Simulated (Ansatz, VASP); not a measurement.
**Co in VASP and in Ansatz**

```
CELL_PARAMETERS angstrom
8.50000 0.00000 0.00000
0.00000 8.50000 0.00000
0.00000 0.00000 8.50000
ATOMIC_POSITIONS crystal
Co 0.00000 0.00000 0.00000
```

Alike in both runs: task single point; functional PBE; k mesh 1 × 1 × 1; collinear spin.

```csv
,VASP,Ansatz
version,VASP 6.6.1,Ansatz 0.2 development build
potentials or method,"VASP PAW PBE potentials, release 64 (Co)",scalar-relativistic
plane-wave cutoff (eV),520,1306
occupations,"fermi-dirac, width 0.1 eV",fermi-dirac
```

|  | VASP | Ansatz | Ansatz less VASP |
| --- | --- | --- | --- |
| net moment per atom (μB) | 3.00 | 3.00 | 0.000 |
| size of the moment on the site where the two differ most (μB) | 2.48 | 3.00 | +0.517 |

Site moments also hang on the region over which each program counts them. Ansatz's warnings: lower state not reached, reached outside group, stability check not made.
